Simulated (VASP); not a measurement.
Input of a VASP 6.6.1 run:

Contents of INCAR:

```
SYSTEM = W
PREC = Accurate
ENCUT = 520
EDIFF = 1E-6
ISMEAR = -1
SIGMA = 0.1
LREAL = .False.
LASPH = .True.
NELM = 100
ALGO = Normal
ISIF = 2
LWAVE = .False.
LCHARG = .True.
GGA = PE
LELF = .True.
LVHAR = .True.
NBANDS = 13
```

File KPOINTS:

```
Automatic mesh
0
Gamma
  23 23 23
  0 0 0
```

POSCAR

```
W
1.0
   -1.5485290244      1.5485290244      1.5485290244
    1.5485290244     -1.5485290244      1.5485290244
    1.5485290244      1.5485290244     -1.5485290244
W
1
Direct
    0.0000000000      0.0000000000      0.0000000000
```

Potentials or basis: VASP PAW PBE potentials, release 64 (W_sv).

Launch:

```console
$ cat potpaw_PBE.64/W_sv/POTCAR > POTCAR
$ mpirun -np 1 vasp_std > vasp.out
```

**Question.** Predict the band gap on the k mesh.

**Answer.** Zero (band 7 reaches 17.79 eV, above the bottom of band 8 at 11.07 eV).

**Question.** Predict the pressure.

**Answer.** 30.7 GPa.

Caveat: spin-orbit coupling is left out, which moves the levels of the heavy elements.
